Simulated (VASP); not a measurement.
**KZnF3: single point with PBEsol**

The system is KZnF3.

```
K Zn F
1.0
     4.17350    0.00000    0.00000
     0.00000    4.17350    0.00000
     0.00000    0.00000    3.96784
K Zn F
1 1 3
Direct
  0.00000 0.00000 0.00000
  0.50000 0.50000 0.50000
  0.00000 0.50000 0.50000
  0.50000 0.00000 0.50000
  0.50000 0.50000 0.00000
```

```yaml
Program: VASP 6.6.1
Task: single point
Functional: PBEsol
Potentials_or_basis: VASP PAW PBE potentials, release 64 (K_sv, Zn, F)
Cutoff: 520 eV
k_mesh: 6 × 6 × 6
Occupations: gaussian, width 0.02 eV
Spin: no spin polarisation
Dipole_correction: no
Further_INCAR_settings: ALGO = Normal; EDIFF = 1e-06; NBANDS = 29
```

The pressure is -2.2 GPa and the band gap on the k mesh is 3.42 eV (least direct gap 5.15 eV).

Stress tensor (GPa, compression positive):
```
-3.55  0.00  0.00
 0.00 -3.55  0.00
 0.00  0.00  0.43
```

Levels at points of the mesh, in eV from the valence-band top:
| k point | band 19 | band 20 | band 21 | band 22 | band 23 | band 24 |
| --- | --- | --- | --- | --- | --- | --- |
| (0.00, 0.00, 0.00) | -1.74 | -1.73 | -1.73 | 3.42 | 8.53 | 8.73 |
| (0.50, 0.00, 0.00) | -1.71 | -1.65 | -1.61 | 6.02 | 7.91 | 9.45 |
| (0.50, 0.50, 0.00) | -1.70 | -1.39 | -0.26 | 7.50 | 9.57 | 9.57 |
| (0.00, 0.00, 0.50) | -1.73 | -1.73 | -1.70 | 6.36 | 8.16 | 9.78 |
| (0.50, 0.00, 0.50) | -1.76 | -1.43 | -0.07 | 7.72 | 9.64 | 9.93 |
| (0.50, 0.50, 0.50) | -1.37 | -0.26 | 0.00 | 8.14 | 8.14 | 8.30 |

Run time: 69 s on 1 thread of Intel Xeon 8259CL (shared host), peak memory 0.23 GiB.

Caveat: the PAW data sets were made with another functional, which shifts forces and pressure a little. A k mesh can miss the band edges.
